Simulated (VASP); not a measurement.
# HfMg3Cu (P4/mmm) in VASP: further runs

Runs on HfMg3Cu. Level: PBE. Tasks: single point, relaxation of cell and atoms.

Program: VASP 6.6.1. These are calculated values, not measurements. Logs are shortened: lines on timing, memory, paths and dates and some standing lists are left out, and cuts for length are marked.

### 1 The cell of the first run

Symmetry: P4/mmm, No. 123, tetragonal system. Conventional cell: a = 3.652 Å, b = 3.652 Å, c = 8.304 Å, α = 90.00°, β = 90.00°, γ = 90.00°. Within 4.2 Å of Mg (site symmetry 4/mmm) lie 12 Mg at 3.08 to 3.65 Å and 2 Hf at 4.15 Å. Within 3.4 Å of Mg (site symmetry 4mm) lie 1 Cu at 2.48 Å and 5 Mg at 3.08 to 3.35 Å. Hf (site symmetry 4/mmm) has 4 Cu at 2.58 Å within 3.4 Å. Within 3.3 Å of Cu (site symmetry 4/mmm) lie 2 Mg at 2.48 Å and 4 Hf at 2.58 Å.

The cell was generated, and may not be a known phase.

### 2 Single point, PBE

INCAR reads:

```
ALGO = Normal
EDIFF = 1E-6
ENCUT = 520
GGA = PE
ISIF = 2
ISMEAR = 0
LASPH = T
LCHARG = F
LREAL = F
LWAVE = F
NBANDS = 22
NELM = 80
PREC = Accurate
SIGMA = 0.1
```

KPOINTS reads:

```
k-points
0
Gamma
  6 6 2
```

POSCAR reads:

```
HfMg3Cu
1.0
    3.6517078256      0.0000000000      0.0000000000
    0.0000000000      3.6517078256      0.0000000000
    0.0000000000      0.0000000000      8.3043915698
Mg Hf Cu
3 1 1
Direct
    0.5000000000      0.5000000000      0.5000000000
    0.0000000000      0.0000000000      0.2981214408
    0.0000000000      0.0000000000      0.7018785592
    0.5000000000      0.5000000000      0.0000000000
    0.0000000000      0.0000000000      0.0000000000
```

Potentials or basis: VASP PAW PBE potentials, release 64 (Mg, Hf_pv, Cu).

On the command line:

```bash
> cat potpaw_PBE.64/Mg/POTCAR potpaw_PBE.64/Hf_pv/POTCAR potpaw_PBE.64/Cu/POTCAR > POTCAR
> mpirun -np 1 vasp_std > vasp.out
```

OUTCAR:

```text
EDIFF = 1E-6
   ENCUT = 520
   GGA = PE
   ISIF = 2
   ISMEAR = 0
   LASPH = T
   LREAL = F
   NELM = 80
   PREC = Accurate

 ion  position               nearest neighbor table
   1  0.500  0.500  0.500-   2 3.08   3 3.08   2 3.08   3 3.08   2 3.08   3 3.08   2 3.08   3 3.08

   2  0.000  0.000  0.298-   5 2.48   1 3.08   1 3.08   1 3.08   1 3.08   3 3.35   4 3.58   4 3.58
                             4 3.58   4 3.58
   3  0.000  0.000  0.702-   5 2.48   1 3.08   1 3.08   1 3.08   1 3.08   2 3.35   4 3.58   4 3.58
                             4 3.58   4 3.58
   4  0.500  0.500  0.000-   5 2.58   5 2.58   5 2.58   5 2.58   3 3.58   3 3.58   2 3.58   3 3.58
                             2 3.58   2 3.58   3 3.58   2 3.58
   5  0.000  0.000  0.000-   2 2.48   3 2.48   4 2.58   4 2.58   4 2.58   4 2.58

  LATTYP: Found a simple tetragonal cell.
 ALAT       =     3.6517078256
 C/A-ratio  =     2.2741117215

  Lattice vectors:

 A1 = (   3.6517078256,   0.0000000000,   0.0000000000)
 A2 = (   0.0000000000,   3.6517078256,   0.0000000000)
 A3 = (   0.0000000000,   0.0000000000,   8.3043915698)

Analysis of symmetry for initial positions (statically):
=====================================================================
 Subroutine PRICEL returns:
 Original cell was already a primitive cell.

 Routine SETGRP: Setting up the symmetry group for a
 simple tetragonal supercell.

 Subroutine GETGRP returns: Found 16 space group operations
 (whereof 16 operations were pure point group operations)
 out of a pool of 16 trial point group operations.

The static configuration has the point symmetry D_4h.

Analysis of symmetry for dynamics (positions and initial velocities):
=====================================================================
 Subroutine PRICEL returns:
 Original cell was already a primitive cell.

 Routine SETGRP: Setting up the symmetry group for a
 simple tetragonal supercell.

 Subroutine GETGRP returns: Found 16 space group operations
 (whereof 16 operations were pure point group operations)
 out of a pool of 16 trial point group operations.

The dynamic configuration has the point symmetry D_4h.

 Subroutine INISYM returns: Found 16 space group operations
 (whereof 16 operations are pure point group operations),
 and found     1 'primitive' translations

----------------------------------------------------------------------------------------

                                     Primitive cell

  volume of cell :     110.7388

  direct lattice vectors                    reciprocal lattice vectors
     3.651707826  0.000000000  0.000000000     0.273844472  0.000000000  0.000000000
     0.000000000  3.651707826  0.000000000     0.000000000  0.273844472  0.000000000
     0.000000000  0.000000000  8.304391570     0.000000000  0.000000000  0.120418214

  length of vectors
     3.651707826  3.651707826  8.304391570     0.273844472  0.273844472  0.120418214

  position of ions in fractional coordinates (direct lattice)
     0.500000000  0.500000000  0.500000000
     0.000000000  0.000000000  0.298121441
     0.000000000  0.000000000  0.701878559
     0.500000000  0.500000000  0.000000000
     0.000000000  0.000000000  0.000000000

  ion indices of the primitive-cell ions
   primitive index   ion index
                 1           1
                 2           2
                 3           3
                 4           4
                 5           5

----------------------------------------------------------------------------------------

 KPOINTS: k-points

Automatic generation of k-mesh.
 Grid dimensions read from file:
 generate k-points for:    6    6    2

 Generating k-lattice:

  Cartesian coordinates                     Fractional coordinates (reciprocal lattice)
     0.045640745  0.000000000  0.000000000     0.166666667  0.000000000  0.000000000
     0.000000000  0.045640745  0.000000000     0.000000000  0.166666667  0.000000000
     0.000000000  0.000000000  0.060209107     0.000000000  0.000000000  0.500000000

  Length of vectors
     0.045640745  0.045640745  0.060209107

  Shift w.r.t. Gamma in fractional coordinates (k-lattice)
     0.000000000  0.000000000  0.000000000

 Subroutine IBZKPT returns following result:
 ===========================================

 Found     20 irreducible k-points:

 Following reciprocal coordinates:
            Coordinates               Weight
  0.000000  0.000000  0.000000      1.000000
  0.166667  0.000000  0.000000      4.000000
  0.333333  0.000000  0.000000      4.000000
  0.500000  0.000000  0.000000      2.000000
  0.166667  0.166667  0.000000      4.000000
  0.333333  0.166667  0.000000      8.000000
[... 12 lines left out ...]
  0.500000  0.333333  0.500000      4.000000
  0.500000  0.500000  0.500000      1.000000
   k-points           NKPTS =     20   k-points in BZ     NKDIM =     20   number of bands    NBANDS=     22
   number of dos      NEDOS =    301   number of ions     NIONS =      5
   total plane-waves  NPLWV =  50176
   dimension x,y,z NGX =    28 NGY =   28 NGZ =   64
   dimension x,y,z NGXF=    56 NGYF=   56 NGZF=  128
   ions per type =               3   1   1
   NGX,Y,Z   is equivalent  to a cutoff of  12.75, 12.75, 12.81 a.u.
   NGXF,Y,Z  is equivalent  to a cutoff of  25.49, 25.49, 25.62 a.u.
 SYSTEM =  unknown system
   PREC   = accura    normal or accurate (medium, high low for compatibility)
   ISTART =      0    job   : 0-new  1-cont  2-samecut
   ICHARG =      2    charge: 1-file 2-atom 10-const
   ISPIN  =      1    spin polarized calculation?
   LNONCOLLINEAR =      F non collinear calculations
   LSORBIT =      F    spin-orbit coupling
   LASPH  =      T    aspherical Exc in radial PAW
   ENCUT  =  520.0 eV  38.22 Ry    6.18 a.u.   6.79  6.79 15.44*2*pi/ulx,y,z
   NELM   =     80;   NELMIN=  2; NELMDL= -5     # of ELM steps
   EDIFF  = 0.1E-05   stopping-criterion for ELM
   LREAL  =      F    real-space projection
   EDIFFG = 0.1E-04   stopping-criterion for IOM
   NSW    =      0    number of steps for IOM
   IBRION =     -1    ionic relax: 0-MD 1-quasi-New 2-CG
   NFREE  =      0    steps in history (QN), initial steepest desc. (CG)
   ISIF   =      2    stress and relaxation
   ISYM   =      2    0-nonsym 1-usesym 2-fastsym
   POTIM  = 0.5000    time-step for ionic-motion
   TEBEG  =    0.0;   TEEND  =   0.0 temperature during run
   PSTRESS=    0.0 pullay stress
   NELECT =      27.0000    total number of electrons
   NUPDOWN=      -1.0000    fix difference up-down
   EMIN   =  10.00;   EMAX   =-10.00  energy-range for DOS
   EFERMI =   0.00;   METHOD = LEGACY
   ISMEAR =     0;   SIGMA  =   0.10  broadening in eV -4-tet -1-fermi 0-gaus
   EFERMI_NEDOS =   21; number of points for ismear=-14 and -15
   IALGO  =     38    algorithm
   IMIX   =      4    mixing-type and parameters
     AMIX     =   0.40;   BMIX     =  1.00
     AMIX_MAG =   1.60;   BMIX_MAG =  1.00
  volume/ion in A,a.u.               =      22.15       149.46
  Fermi-wavevector in a.u.,A,eV,Ry     =   1.022734  1.932687 14.231494  1.045985
  Thomas-Fermi vector in A             =   2.156430
   LORBIT       =      0    0 simple, 1 ext, 2 COOP (PROOUT), +10 PAW based schemes
   GGA     = PE    functional components
   LHFCALC =     F    Hartree Fock is set to
   AEXX    =    0.0000 exact exchange contribution
   IVDW    =     0    specifies the selected vdW correction
   LEPSILON=     F    determine dielectric tensor
   LRPA    =     F    only Hartree local field effects (RPA)
 non-spin polarized calculation
 Gauss-broadening in eV      SIGMA  =   0.10
  energy-cutoff  :      520.00
  volume of cell :      110.74
 maximum number of plane-waves:      3020
 NGX is ok and might be reduce to    28
   NGX = 13   NGY = 13   NGZ = 31

 number of electron      27.0000007 magnetization

 Free energy of the ion-electron system (eV)
  ---------------------------------------------------
  ext. energy  EPLUGINS =         0.00000000
  ---------------------------------------------------
  free energy    TOTEN  =       -16.99870749 eV

  energy without entropy =      -16.96683666  energy(sigma->0) =      -16.98277207

 E-fermi :   3.2365     XC(G=0):  -9.2967

 val. band max:        3.2060111964   @ k =   0.3333   0.1667   0.0000
 cond. band min:       3.2439627201   @ k =   0.0000   0.0000   0.0000
 fundamental gap:      0.0379515237
 Fermi energy:         3.2365459112

 k-point     1 :       0.0000    0.0000    0.0000
  band No.  band energies     occupation
      1     -28.3590      2.00000
      2     -28.1591      2.00000
      3     -28.1591      2.00000
      4      -4.0302      2.00000
      5      -2.2714      2.00000
      6      -1.6468      2.00000
[... 14 lines left out ...]
     21       8.4329      0.00000
     22       8.7821      0.00000

 k-point     2 :       0.1667    0.0000    0.0000
  band No.  band energies     occupation
      1     -28.3568      2.00000
      2     -28.1871      2.00000
      3     -28.1588      2.00000
      4      -3.6388      2.00000
      5      -1.9336      2.00000
      6      -1.4773      2.00000
[... 14 lines left out ...]
     21       8.1302      0.00000
     22       8.5236      0.00000

 k-point     3 :       0.3333    0.0000    0.0000
  band No.  band energies     occupation
      1     -28.3525      2.00000
      2     -28.2427      2.00000
      3     -28.1584      2.00000
      4      -2.5519      2.00000
      5      -1.1154      2.00000
      6      -1.0462      2.00000
[... 14 lines left out ...]
     21       8.4658      0.00000
     22       8.5952      0.00000

 k-point     4 :       0.5000    0.0000    0.0000
  band No.  band energies     occupation
      1     -28.3504      2.00000
      2     -28.2703      2.00000
      3     -28.1581      2.00000
      4      -1.3259      2.00000
      5      -0.8331      2.00000
      6      -0.8301      2.00000
[... 14 lines left out ...]
     21       8.5849      0.00000
     22       9.1790      0.00000

 k-point     5 :       0.1667    0.1667    0.0000
  band No.  band energies     occupation
      1     -28.3547      2.00000
      2     -28.1892      2.00000
      3     -28.1821      2.00000
      4      -3.2814      2.00000
      5      -1.6712      2.00000
      6      -1.3176      2.00000
[... 14 lines left out ...]
     21       8.2260      0.00000
     22       8.3277      0.00000

 k-point     6 :       0.3333    0.1667    0.0000
  band No.  band energies     occupation
      1     -28.3503      2.00000
      2     -28.2391      2.00000
      3     -28.1826      2.00000
      4      -2.2931      2.00000
      5      -1.1490      2.00000
      6      -0.9827      2.00000
[... 14 lines left out ...]
     21       7.6434      0.00000
     22       8.6015      0.00000

 k-point     7 :       0.5000    0.1667    0.0000
  band No.  band energies     occupation
      1     -28.3481      2.00000
      2     -28.2653      2.00000
      3     -28.1813      2.00000
      4      -1.1722      2.00000
      5      -1.0491      2.00000
      6      -0.8758      2.00000
[... 224 lines left out ...]
      6      -1.0051      2.00000
[... 14 lines left out ...]
     21       7.8453      0.00000
     22       8.6387      0.00000

 k-point    17 :       0.5000    0.1667    0.5000
  band No.  band energies     occupation
      1     -28.3481      2.00000
      2     -28.2653      2.00000
      3     -28.1813      2.00000
      4      -1.0554      2.00000
      5      -1.0265      2.00000
      6      -0.9104      2.00000
[... 14 lines left out ...]
     21       7.0496      0.00000
     22       7.8590      0.00000

 k-point    18 :       0.3333    0.3333    0.5000
  band No.  band energies     occupation
      1     -28.3458      2.00000
      2     -28.2347      2.00000
      3     -28.2277      2.00000
      4      -1.5997      2.00000
      5      -1.0079      2.00000
      6      -0.9387      2.00000
[... 14 lines left out ...]
     21       7.4864      0.00000
     22       7.5781      0.00000

 k-point    19 :       0.5000    0.3333    0.5000
  band No.  band energies     occupation
      1     -28.3435      2.00000
      2     -28.2552      2.00000
      3     -28.2274      2.00000
      4      -1.2157      2.00000
      5      -0.9974      2.00000
      6      -0.9726      2.00000
[... 14 lines left out ...]
     21       6.5537      0.00000
     22       7.2346      0.00000

 k-point    20 :       0.5000    0.5000    0.5000
  band No.  band energies     occupation
      1     -28.3412      2.00000
      2     -28.2502      2.00000
      3     -28.2502      2.00000
      4      -1.2828      2.00000
      5      -1.0464      2.00000
      6      -1.0464      2.00000
[... 14 lines left out ...]
     21       6.5502      0.00000
     22       7.1430      0.00000

------------------------ aborting loop because EDIFF is reached ----------------------------------------

  FORCE on cell =-STRESS in cart. coord.  units (eV):
  Direction    XX          YY          ZZ          XY          YZ          ZX
  --------------------------------------------------------------------------------------
  -------------------------------------------------------------------------------------
  Total       -0.2590329     -0.2590329     -0.0029724      0.0000000      0.0000000     -0.0000000
  in kB       -3.7477067     -3.7477067     -0.0430048      0.0000000      0.0000000     -0.0000000
  external PRESSURE =      -2.5128060 kB  Pullay stress =       0.0000000 kB

 VOLUME and BASIS-vectors are now :
 -----------------------------------------------------------------------------
  energy-cutoff  :      520.00
  volume of cell :      110.74
      direct lattice vectors                 reciprocal lattice vectors
     3.651707826  0.000000000  0.000000000     0.273844472  0.000000000  0.000000000
     0.000000000  3.651707826  0.000000000     0.000000000  0.273844472  0.000000000
     0.000000000  0.000000000  8.304391570     0.000000000  0.000000000  0.120418214

 POSITION                                       TOTAL-FORCE (eV/Angst)
 -----------------------------------------------------------------------------------
      1.82585      1.82585      4.15220         0.000000     -0.000000      0.000000
      0.00000      0.00000      2.47572         0.000000     -0.000000      0.002661
      0.00000      0.00000      5.82867        -0.000000      0.000000     -0.002661
      1.82585      1.82585      0.00000         0.000000     -0.000000      0.000000
      0.00000      0.00000      0.00000         0.000000     -0.000000      0.000000
 -----------------------------------------------------------------------------------
    total drift:                               -0.000000      0.000000     -0.000000

  FREE ENERGIE OF THE ION-ELECTRON SYSTEM (eV)
  ---------------------------------------------------
  free  energy   TOTEN  =       -16.9987074898 eV

  energy  without entropy=      -16.9668366580  energy(sigma->0) =      -16.98277207
```

It took 75 s on 1 thread of Intel Xeon Platinum 8488C (Sapphire Rapids), shared host; peak memory 0.24 GiB.

Results:

- Free energy: -16.9987 eV
- Pressure: -0.3 GPa
- Band gap on the k mesh: zero (an odd number of electrons rules out a gap without spin polarisation)

Forces on the atoms (eV/Å):
```
Mg   0.000  0.000  0.000
Mg   0.000  0.000  0.003
Mg   0.000  0.000 -0.003
Hf   0.000  0.000  0.000
Cu   0.000  0.000  0.000
```

Levels at points of the mesh, in eV from the Fermi level:
```
           k point  band 12  band 13  band 14  band 15  band 16  band 17
(0.00, 0.00, 0.00)     0.01     0.62     1.32     2.03     2.03     3.64
(0.50, 0.00, 0.00)    -2.49    -2.36    -0.81    -0.04     0.78     1.91
(0.50, 0.50, 0.00)    -0.69    -0.19     0.04     0.04     0.69     0.69
(0.00, 0.00, 0.50)    -1.76     0.63     1.90     2.00     2.00     3.64
(0.50, 0.00, 0.50)    -2.97    -1.38    -0.79    -0.04     1.14     2.10
(0.50, 0.50, 0.50)    -0.68    -0.40    -0.40    -0.06     0.06     0.99
```

Caveat: the k points lie up to 0.38 Å⁻¹ apart, too coarse for converged energies and pressures of a metal; spin-orbit coupling is left out, which moves the levels of the heavy elements.

### 3 Relaxation of cell and atoms, PBE

This run uses another cell than the first one, of 19.34 Å³/atom.

INCAR reads:

```
SYSTEM = HfMg3Cu
ALGO = Normal
EDIFF = 1E-6
EDIFFG = -0.04
ENCUT = 600
GGA = PE
IBRION = 2
ISIF = 3
ISMEAR = 0
LASPH = .True.
LCHARG = .False.
LREAL = .False.
LWAVE = .False.
NELM = 80
NSW = 90
PREC = Accurate
SIGMA = 0.1
```

KPOINTS reads:

```
k-points
0
Gamma
  4 4 4
  0 0 0
```

POSCAR reads:

```
HfMg3Cu
1.0
    4.2395376900      0.0000000000      0.0000000000
    0.0000000000      4.2395376900      0.0000000000
    0.0000000000      0.0000000000      5.3804376000
Mg Hf Cu
3 1 1
Direct
    0.5000000000      0.5000000000      0.5000000000
    0.0000000000      0.0000000000      0.3169378900
    0.0000000000      0.0000000000      0.6830621100
    0.5000000000      0.5000000000      0.0000000000
    0.0000000000      0.0000000000      0.0000000000
```

Potentials or basis: VASP PAW PBE potentials, release 64 (Mg, Hf_pv, Cu).

On the command line:

```bash
> cat potpaw_PBE.64/Mg/POTCAR potpaw_PBE.64/Hf_pv/POTCAR potpaw_PBE.64/Cu/POTCAR > POTCAR
> mpirun -np 1 vasp_std > vasp.out
```

Run time: 9.5 min. Hardware: 1 thread of Intel Xeon Platinum 8488C (Sapphire Rapids), shared host; peak memory 0.28 GiB.

The run converged. Its results:

```yaml
Free_energy: -16.8616 eV
Relaxed_volume: 22.11 Å³/atom
Relaxed_cell: a = 3.674 Å, b = 3.674 Å, c = 8.191 Å, α = 90.00°, β = 90.00°, γ = 90.00°
Space_group_after_relaxing_to_0.1_Å: P4/mmm (No. 123)
Energy_gained_by_relaxing: 2091.1 meV/atom
Ionic_steps: 18
Pressure_after_relaxing: 0.0 GPa
Largest_force_after_relaxing: 0.004 eV/Å
Band_gap_on_the_k_mesh: zero (an odd number of electrons rules out a gap without spin polarisation)
```

Forces in eV/Å, atoms in the order of the input:
```
Mg   0.000  0.000  0.000
Mg   0.000  0.000  0.004
Mg   0.000  0.000 -0.004
Hf   0.000  0.000  0.000
Cu   0.000  0.000  0.000
```

Stress tensor (GPa, compression positive):
```
-0.01  0.00  0.00
 0.00 -0.01  0.00
 0.00  0.00  0.07
```

Step by step:
| step | energy change (eV) | largest force (eV/Å) | pressure (GPa) | volume (Å³) |
| --- | --- | --- | --- | --- |
| 1 | 0.0000 | 4.4640 | 28.92 | 96.71 |
| 2 | -8.2342 | 2.6832 | -6.41 | 139.30 |
| 3 | -8.4120 | 4.1599 | -2.49 | 122.21 |
| 4 | -8.4955 | 3.5749 | -5.12 | 131.04 |
| 5 | -8.5244 | 3.7773 | -4.66 | 128.73 |
| 6 | -9.9291 | 1.6139 | -3.89 | 118.47 |
| 7 | -10.2136 | 1.1172 | -1.08 | 112.09 |
| 8 | -10.2304 | 1.0336 | 0.09 | 110.19 |
| 9 | -10.4121 | 0.5281 | -0.14 | 109.96 |
| 10 | -10.4424 | 0.0918 | 0.01 | 109.74 |
| 11 | -10.4430 | 0.1520 | -0.07 | 109.77 |
| 12 | -10.4429 | 0.1284 | -0.02 | 109.76 |
| 13 | -10.4480 | 0.0833 | 0.08 | 109.70 |
| 14 | -10.4526 | 0.0214 | 0.24 | 109.60 |
| 15 | -10.4521 | 0.0864 | 0.74 | 109.39 |
| 16 | -10.4538 | 0.0335 | 0.55 | 109.50 |
| 17 | -10.4553 | 0.0105 | -0.27 | 111.09 |
| 18 | -10.4557 | 0.0045 | 0.01 | 110.55 |

Final structure:
```
Mg Hf Cu
1.0
     3.67379    0.00000    0.00000
     0.00000    3.67379    0.00000
     0.00000    0.00000    8.19080
Mg Hf Cu
3 1 1
Direct
  0.50000 0.50000 0.50000
  0.00000 0.00000 0.29662
  0.00000 0.00000 0.70338
  0.50000 0.50000 0.00000
  0.00000 0.00000 0.00000
```

Levels at points of the mesh, in eV from the Fermi level:
| k point | band 12 | band 13 | band 14 | band 15 | band 16 | band 17 |
| --- | --- | --- | --- | --- | --- | --- |
| (0.00, 0.00, 0.00) | 0.14 | 0.80 | 1.55 | 2.11 | 2.11 | 3.76 |
| (0.50, 0.00, 0.00) | -2.41 | -2.30 | -0.75 | 0.12 | 0.90 | 2.08 |
| (0.50, 0.50, 0.00) | -0.75 | -0.29 | 0.12 | 0.12 | 0.76 | 0.76 |
| (0.00, 0.00, 0.50) | -1.61 | 0.80 | 2.06 | 2.06 | 2.08 | 3.75 |
| (0.50, 0.00, 0.50) | -2.98 | -1.27 | -0.68 | 0.12 | 1.26 | 2.18 |
| (0.50, 0.50, 0.50) | -0.78 | -0.34 | -0.34 | -0.05 | -0.03 | 1.09 |

Caveat: the k points lie up to 0.43 Å⁻¹ apart in the final cell, too coarse for converged energies and pressures of a metal; a cell axis changed by over 15 % at a fixed basis, so the end point is rough; spin-orbit coupling is left out, which moves the levels of the heavy elements.

[end of part 1 of 2]

The gap in the log of VASP goes by the Fermi energy; the results here count the filled bands.